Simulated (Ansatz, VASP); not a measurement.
# SiO2 in VASP and in Ansatz

```xyz
6
Lattice="4.2361 0.0000 0.0000 0.0000 4.2361 0.0000 0.0000 0.0000 2.6905" Properties=species:S:1:pos:R:3 pbc="T T T"
Si    2.1181    2.1181    1.3452
Si    0.0000    0.0000    0.0000
O     2.9357    2.9357    0.0000
O     0.8176    3.4185    1.3452
O     1.3004    1.3004    0.0000
O     3.4185    0.8176    1.3452
```

Alike in both runs: functional PBE; k mesh 6 × 6 × 8; occupations gaussian, width 0.02 eV; no spin polarisation.

Ansatz relaxed the structure, and its values are those at the end. VASP's run is a single point on that final structure, the one shown.

|  | VASP | Ansatz |
| --- | --- | --- |
| version | VASP 6.6.1 | Ansatz 0.2.0 |
| potentials or method | VASP PAW PBE potentials, release 64 (Si, O), cutoff 520 eV | scalar-relativistic, plane waves, PAW |
| valence electrons in the cell | 32 | 32 |

|  | VASP | Ansatz | Ansatz less VASP |
| --- | --- | --- | --- |
| gap on the k mesh at the Fermi level (eV) | 5.02 | 5.04 | +0.015 |
| least direct gap on the mesh (eV) | 5.02 | 5.04 | +0.015 |
| pressure (GPa) | 0.1 | 0.0 | -0.13 |
| rms of the force components (eV/Å) | 0.009 | 0.000 | -0.0086 |
